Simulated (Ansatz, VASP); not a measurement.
**One calculation of ZnCu2SnS4, two programs**

```
Zn Cu Sn S
1.0
    -2.73429    2.73429    5.46558
     2.73429   -2.73429    5.46558
     2.73429    2.73429   -5.46558
Zn Cu Sn S
1 2 1 4
Direct
  0.25000 0.75000 0.50000
  0.00000 0.00000 0.00000
  0.75000 0.25000 0.50000
  0.50000 0.50000 0.00000
  0.37108 0.89562 0.00792
  0.10438 0.11229 0.47546
  0.88771 0.36317 0.99208
  0.63683 0.62892 0.52454
```

Alike in both runs: functional PBE; k mesh 6 × 6 × 6; occupations gaussian, width 0.05 eV; no spin polarisation.

Ansatz relaxed the structure, and its values are those at the end. VASP's run is a single point on that final structure, the one shown.

```csv
,VASP,Ansatz
version,VASP 6.6.1,Ansatz 0.2.0
potentials or method,"VASP PAW PBE potentials, release 64 (Zn, Cu, Sn_d, S), cutoff 520 eV","scalar-relativistic, plane waves, PAW"
valence electrons in the cell,72,88
```

```csv
,VASP,Ansatz,Ansatz less VASP
pressure (GPa),0.1,0.0,-0.08
rms of the force components (eV/Å),0.014,0.000,-0.0140
```

VASP's potentials hold 72 valence electrons a cell and Ansatz's 88, so a difference there can come from the potentials and not from the codes.
